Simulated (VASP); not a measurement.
Set up this calculation in VASP 6.6.1, as the native input.

```yaml
Task: single point
Functional: PBEsol
Potentials_or_basis: VASP PAW PBE potentials, release 64 (Al, N)
Cutoff: 520 eV
k_mesh: 8 × 8 × 6
Occupations: gaussian, width 0.01 eV
Spin: no spin polarisation
Dipole_correction: no
Further_INCAR_settings: ALGO = Normal; EDIFF = 1e-06; NBANDS = 16
```

The structure of AlN lies in POSCAR:

```
AlN
1.0
    3.0826912323      0.0000000000      0.0000000000
   -1.5413456161      2.6696889192      0.0000000000
    0.0000000000      0.0000000000      5.0127493160
Al N
2 2
Direct
    0.3333333333      0.6666666667     -0.0010085599
    0.6666666667      0.3333333333      0.4989914401
    0.3333333333      0.6666666667      0.3810085599
    0.6666666667      0.3333333333      0.8810085599
```

This cell differs from its parent crystal: in-plane strain -0.01.

These files were run (other wordings do the same):

INCAR

```
PREC = Accurate ; ENCUT = 520
EDIFF = 1E-6 ; ISMEAR = 0
SIGMA = 0.01 ; LREAL = F
LASPH = T ; NELM = 60
ALGO = Normal ; ISIF = 2
LWAVE = F ; LCHARG = F
GGA = PS ; NBANDS = 16
```

KPOINTS

```
Automatic mesh
0
Gamma
  8 8 6
```

Potentials or basis: VASP PAW PBE potentials, release 64 (Al, N).

Run with:

```console
$ cat potpaw_PBE.64/Al/POTCAR potpaw_PBE.64/N/POTCAR > POTCAR
$ mpirun -np 1 vasp_std > vasp.out
```

Results of the run:

```
Pressure               : 3.1 GPa
Largest force          : 0.188 eV/Å
Band gap on the k mesh : 4.27 eV, direct
```

Caveat: the cell differs from its parent crystal (in-plane strain -0.01); the PAW data sets were made with another functional, which shifts forces and pressure a little.

It took 12 s on 1 thread of Intel Xeon 6975P-C, with other jobs on the host, peak memory 0.16 GiB.
